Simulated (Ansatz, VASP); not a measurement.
## One calculation of Mo, two programs

```
Mo
1.0
    -1.75635    1.75635    1.24174
     1.75635   -1.75635    1.24174
     1.75635    1.75635   -1.24174
Mo
1
Direct
  0.00000 0.00000 0.00000
```

Alike in both runs: task single point; functional PBEsol; k mesh 30 × 30 × 30; occupations gaussian, width 0.15 eV; no spin polarisation.

```csv
,VASP,Ansatz
version,VASP 6.6.1,Ansatz 0.2.0
potentials or method,"VASP PAW PBE potentials, release 64 (Mo_sv), cutoff 520 eV","scalar-relativistic, plane waves, PAW"
valence electrons in the cell,14,14
```

Ansatz gave:

```
gap on the k mesh at the Fermi level (eV)                     : none
pressure (GPa)                                                : 13.6
traceless stress, the component that is largest in VASP (GPa) : 26.32
```

Q: Estimate VASP's values.

A: gap on the k mesh at the Fermi level (eV): none; pressure (GPa): 14.3; traceless stress, the component that is largest in VASP (GPa): 26.62.

VASP's potentials were made for PBE, not for PBEsol. A gap of «none» marks a metal or a gap that the smearing closes.
